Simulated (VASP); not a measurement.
# C (Fd-3m) in VASP: further runs, part 2 of 2

VASP 6.6.1. The steps go on from the part before.

### Step 4. Single point, PBEsol

This run uses another cell than the first one, of 5.64 Å³/atom.

INCAR reads:

```
SYSTEM = C
ALGO = Normal ; EDIFF = 1E-6
ENCUT = 1300 ; GGA = PS
GGA_COMPAT = .False. ; ISIF = 2
ISMEAR = 0 ; LASPH = .True.
LCHARG = .True. ; LELF = .True.
LREAL = .False. ; LVHAR = .True.
LWAVE = .False. ; NBANDS = 11
NELM = 120 ; PREC = Accurate
SIGMA = 0.01
```

KPOINTS reads:

```
k-points
0
Gamma
  12 12 12
  0 0 0
```

POSCAR reads:

```
C
1.0
    1.7795593411      1.7795593411      0.0000000000
   -1.7795593411      1.7795593411      0.0000000000
    0.0000000000      1.7795593411      1.7795593411
C
2
Direct
    0.5000000000      0.5000000000      0.0000000000
    0.7500000000      0.2500000000      0.5000000000
```

Potentials or basis: VASP PAW PBE potentials, release 64 (C_h).

Launch:

```sh
$ cat potpaw_PBE.64/C_h/POTCAR > POTCAR
$ mpirun -np 1 vasp_std > vasp.out
```

OUTCAR:

```text
SYSTEM = C
   EDIFF = 1E-6
   ENCUT = 1300
   GGA = PS
   ISIF = 2
   ISMEAR = 0
   LASPH = .True.
   LREAL = .False.
   NELM = 120
   PREC = Accurate

 ion  position               nearest neighbor table
   1  0.500  0.500  0.000-
   2  0.750  0.250  0.500-

  LATTYP: Found a face centered cubic cell.
 ALAT       =     3.5591186822

  Lattice vectors:

 A1 = (   0.0000000000,   1.7795593411,   1.7795593411)
 A2 = (   1.7795593411,   0.0000000000,   1.7795593411)
 A3 = (   1.7795593411,   1.7795593411,   0.0000000000)

Analysis of symmetry for initial positions (statically):
=====================================================================
 Subroutine PRICEL returns:
 Original cell was already a primitive cell.

 Routine SETGRP: Setting up the symmetry group for a
 face centered cubic supercell.

 Subroutine GETGRP returns: Found 48 space group operations
 (whereof 24 operations were pure point group operations)
 out of a pool of 48 trial point group operations.

The static configuration has the point symmetry T_d .
 The point group associated with its full space group is O_h .

Analysis of symmetry for dynamics (positions and initial velocities):
=====================================================================
 Subroutine PRICEL returns:
 Original cell was already a primitive cell.

 Routine SETGRP: Setting up the symmetry group for a
 face centered cubic supercell.

 Subroutine GETGRP returns: Found 48 space group operations
 (whereof 24 operations were pure point group operations)
 out of a pool of 48 trial point group operations.

The dynamic configuration has the point symmetry T_d .
 The point group associated with its full space group is O_h .

 Subroutine INISYM returns: Found 48 space group operations
 (whereof 24 operations are pure point group operations),
 and found     1 'primitive' translations

----------------------------------------------------------------------------------------

                                     Primitive cell

  volume of cell :      11.2711

  direct lattice vectors                    reciprocal lattice vectors
     1.779559341  1.779559341  0.000000000     0.280968433  0.280968433 -0.280968433
    -1.779559341  1.779559341  0.000000000    -0.280968433  0.280968433 -0.280968433
     0.000000000  1.779559341  1.779559341     0.000000000  0.000000000  0.561936867

  length of vectors
     2.516676955  2.516676955  2.516676955     0.486651602  0.486651602  0.561936867

  position of ions in fractional coordinates (direct lattice)
     0.500000000  0.500000000  0.000000000
     0.750000000  0.250000000  0.500000000

  ion indices of the primitive-cell ions
   primitive index   ion index
                 1           1
                 2           2

----------------------------------------------------------------------------------------

 KPOINTS: k-points

Automatic generation of k-mesh.
 Grid dimensions read from file:
 generate k-points for:   12   12   12

 Generating k-lattice:

  Cartesian coordinates                     Fractional coordinates (reciprocal lattice)
[... 21 lines left out ...]
  0.333333  0.000000  0.000000      8.000000
  0.416667  0.000000  0.000000      8.000000
[... 16 lines left out ...]
  0.500000  0.166667  0.000000     24.000000
 -0.416667  0.166667  0.000000     24.000000
 [... further k-points ...]
   k-points           NKPTS =     72   k-points in BZ     NKDIM =     72   number of bands    NBANDS=     11
   number of dos      NEDOS =    301   number of ions     NIONS =      2
   total plane-waves  NPLWV =  27000
   dimension x,y,z NGX =    30 NGY =   30 NGZ =   30
   dimension x,y,z NGXF=    60 NGYF=   60 NGZF=   60
   ions per type =               2
   NGX,Y,Z   is equivalent  to a cutoff of  19.82, 19.82, 19.82 a.u.
   NGXF,Y,Z  is equivalent  to a cutoff of  39.63, 39.63, 39.63 a.u.
 SYSTEM =  C
   PREC   = accura    normal or accurate (medium, high low for compatibility)
   ISTART =      0    job   : 0-new  1-cont  2-samecut
   ICHARG =      2    charge: 1-file 2-atom 10-const
   ISPIN  =      1    spin polarized calculation?
   LNONCOLLINEAR =      F non collinear calculations
   LSORBIT =      F    spin-orbit coupling
   LASPH  =      T    aspherical Exc in radial PAW
   ENCUT  = 1300.0 eV  95.55 Ry    9.77 a.u.   7.40  7.40  7.40*2*pi/ulx,y,z
   NELM   =    120;   NELMIN=  2; NELMDL= -5     # of ELM steps
   EDIFF  = 0.1E-05   stopping-criterion for ELM
   LREAL  =      F    real-space projection
   EDIFFG = 0.1E-04   stopping-criterion for IOM
   NSW    =      0    number of steps for IOM
   IBRION =     -1    ionic relax: 0-MD 1-quasi-New 2-CG
   NFREE  =      0    steps in history (QN), initial steepest desc. (CG)
   ISIF   =      2    stress and relaxation
   ISYM   =      2    0-nonsym 1-usesym 2-fastsym
   POTIM  = 0.5000    time-step for ionic-motion
   TEBEG  =    0.0;   TEEND  =   0.0 temperature during run
   PSTRESS=    0.0 pullay stress
   NELECT =       8.0000    total number of electrons
   NUPDOWN=      -1.0000    fix difference up-down
   EMIN   =  10.00;   EMAX   =-10.00  energy-range for DOS
   EFERMI =   0.00;   METHOD = LEGACY
   ISMEAR =     0;   SIGMA  =   0.01  broadening in eV -4-tet -1-fermi 0-gaus
   EFERMI_NEDOS =   21; number of points for ismear=-14 and -15
   IALGO  =     38    algorithm
   IMIX   =      4    mixing-type and parameters
     AMIX     =   0.40;   BMIX     =  1.00
     AMIX_MAG =   1.60;   BMIX_MAG =  1.00
  volume/ion in A,a.u.               =       5.64        38.03
  Fermi-wavevector in a.u.,A,eV,Ry     =   1.460323  2.759611 29.015025  2.132544
  Thomas-Fermi vector in A             =   2.576786
   LORBIT       =      0    0 simple, 1 ext, 2 COOP (PROOUT), +10 PAW based schemes
   GGA     = PS    functional components
   LHFCALC =     F    Hartree Fock is set to
   AEXX    =    0.0000 exact exchange contribution
   IVDW    =     0    specifies the selected vdW correction
   LEPSILON=     F    determine dielectric tensor
   LRPA    =     F    only Hartree local field effects (RPA)
 non-spin polarized calculation
 Gauss-broadening in eV      SIGMA  =   0.01
  energy-cutoff  :     1300.00
  volume of cell :       11.27
 maximum number of plane-waves:      1243
 NGX is ok and might be reduce to    30
   NGX = 15   NGY = 15   NGZ = 15

 number of electron       8.0000000 magnetization

 Free energy of the ion-electron system (eV)
  ---------------------------------------------------
  ext. energy  EPLUGINS =         0.00000000
  ---------------------------------------------------
  free energy    TOTEN  =       -19.27712068 eV

  energy without entropy =      -19.27712068  energy(sigma->0) =      -19.27712068

 E-fermi :  11.1798     XC(G=0): -13.6057

 val. band max:       11.0188395064   @ k =   0.0000   0.0000   0.0000
 cond. band min:      15.0736999488   @ k =  -0.3333   0.3333   0.0000
 fundamental gap:      4.0548604424
 Fermi energy:        11.1798285535

 k-point     1 :       0.0000    0.0000    0.0000
  band No.  band energies     occupation
      1     -10.5864      2.00000
      2      11.0188      2.00000
      3      11.0188      2.00000
      4      11.0188      2.00000
      5      16.5812      0.00000
      6      16.5812      0.00000
      7      16.5812      0.00000
      8      24.5393      0.00000
      9      30.0644      0.00000
     10      37.5254      0.00000
     11      37.5254      0.00000
[... 309 lines left out ...]
 k-point    24 :      -0.4167    0.1667    0.0000
  band No.  band energies     occupation
      1      -6.3784      2.00000
      2       1.1652      2.00000
      3       6.7165      2.00000
      4       6.9168      2.00000
      5      17.6208      0.00000
      6      22.0105      0.00000
      7      22.1889      0.00000
      8      23.6203      0.00000
      9      31.9421      0.00000
     10      33.4573      0.00000
     11      38.3385      0.00000

 [... further k-points ...]

------------------------ aborting loop because EDIFF is reached ----------------------------------------

  FORCE on cell =-STRESS in cart. coord.  units (eV):
  Direction    XX          YY          ZZ          XY          YZ          ZX
  --------------------------------------------------------------------------------------
  -------------------------------------------------------------------------------------
  Total       -0.1319999     -0.1319999     -0.1319999      0.0000000      0.0000000     -0.0000000
  in kB      -18.7636230    -18.7636230    -18.7636230      0.0000000      0.0000000     -0.0000000
  external PRESSURE =     -18.7636230 kB  Pullay stress =       0.0000000 kB

 VOLUME and BASIS-vectors are now :
 -----------------------------------------------------------------------------
  energy-cutoff  :     1300.00
  volume of cell :       11.27
      direct lattice vectors                 reciprocal lattice vectors
     1.779559341  1.779559341  0.000000000     0.280968433  0.280968433 -0.280968433
    -1.779559341  1.779559341  0.000000000    -0.280968433  0.280968433 -0.280968433
     0.000000000  1.779559341  1.779559341     0.000000000  0.000000000  0.561936867

 POSITION                                       TOTAL-FORCE (eV/Angst)
 -----------------------------------------------------------------------------------
      0.00000      1.77956      0.00000         0.000000     -0.000000     -0.000000
      0.88978      2.66934      0.88978        -0.000000      0.000000      0.000000
 -----------------------------------------------------------------------------------
    total drift:                               -0.000000      0.000000      0.000000

  FREE ENERGIE OF THE ION-ELECTRON SYSTEM (eV)
  ---------------------------------------------------
  free  energy   TOTEN  =       -19.2771206837 eV

  energy  without entropy=      -19.2771206837  energy(sigma->0) =      -19.27712068
```

Wall time 16 s (1 thread of AMD EPYC 9R45 (Zen 5), shared host); peak memory 0.14 GiB.

What came out:

| Property | Result |
| --- | --- |
| Free energy | -19.2771 eV |
| Pressure | -1.9 GPa |
| Band gap on the k mesh | 4.05 eV (least direct gap 5.56 eV) |

Levels at points of the mesh, in eV from the valence-band top:
```csv
k point,band 1,band 2,band 3,band 4,band 5,band 6,band 7,band 8
"(0.00, 0.00, 0.00)",-21.61,0.00,0.00,0.00,5.56,5.56,5.56,13.52
"(0.50, 0.00, 0.00)",-15.74,-13.53,-2.83,-2.83,8.41,8.41,8.93,15.55
"(0.50, 0.50, 0.00)",-12.82,-12.82,-6.37,-6.37,4.62,4.62,16.88,16.88
```

Caveat: the PAW data sets were made with another functional, which shifts forces and pressure a little.

### Step 5. Single point, PBEsol

This run uses another cell than the first one, of 5.56 Å³/atom.

INCAR reads:

```
SYSTEM = C
PREC = Accurate
ENCUT = 1300
EDIFF = 1E-6
ISMEAR = 0
SIGMA = 0.01
LREAL = .FALSE.
LASPH = .TRUE.
NELM = 120
ALGO = Normal
ISIF = 2
LWAVE = .FALSE.
LCHARG = .FALSE.
GGA = PS
NBANDS = 11
GGA_COMPAT = .FALSE.
```

KPOINTS reads:

```
regular mesh
0
G
  12 12 12
  0 0 0
```

POSCAR reads:

```
C
1.0
    1.7717161758      1.7717161758      0.0000000000
   -1.7717161758      1.7717161758      0.0000000000
    0.0000000000      1.7717161758      1.7717161758
C
2
Direct
    0.5000000000      0.5000000000      0.0000000000
    0.7500000000      0.2500000000      0.5000000000
```

Launch:

```sh
$ cat potpaw_PBE.64/C_h/POTCAR > POTCAR
$ mpirun -np 1 vasp_std > vasp.out
```

It took 32 s on 1 thread of Intel Xeon Platinum 8259CL at 2.50GHz (Skylake/Cascade Lake), shared host; peak memory 0.17 GiB.

It converged, with:

```yaml
Free_energy: -19.2759 eV
Pressure: 4.2 GPa
Band_gap_on_the_k_mesh: 4.09 eV (least direct gap 5.60 eV)
```

Levels at points of the mesh, in eV from the valence-band top:
```
           k point  band 1  band 2  band 3  band 4  band 5  band 6  band 7  band 8
(0.00, 0.00, 0.00)  -21.78    0.00    0.00    0.00    5.60    5.60    5.60   13.83
(0.50, 0.00, 0.00)  -15.84  -13.68   -2.86   -2.86    8.47    8.47    9.11   15.67
(0.50, 0.50, 0.00)  -12.91  -12.91   -6.45   -6.45    4.65    4.65   17.09   17.09
```

Caveat: the cell stands under pressure; the PAW data sets were made with another functional, which shifts forces and pressure a little. A k mesh can miss the band edges.

### Step 6. Summary

```csv
cell,gap on the mesh (eV),pressure (GPa)
"a = 2.495 Å, angles 60.0, 60.0, 90.0°, 2 atoms",4.12,10.2
"a = 2.500 Å, angles 60.0, 60.0, 90.0°, 2 atoms",4.10,7.2
"a = 2.517 Å, angles 60.0, 60.0, 90.0°, 2 atoms",4.05,-1.9
"a = 2.506 Å, angles 60.0, 60.0, 90.0°, 2 atoms",4.09,4.2
```

Alike in all rows: task single point; level PBEsol; potentials or basis VASP PAW PBE potentials, release 64 (C_h); no spin polarisation; k mesh 12 × 12 × 12; cutoff (eV) 1300; smearing gaussian 0.01 eV.

Caveats: the PAW data sets were made with another functional, which shifts forces and pressure a little; the cell stands under pressure (at least some runs).

Absolute energies hang on the potentials; compare differences alone.
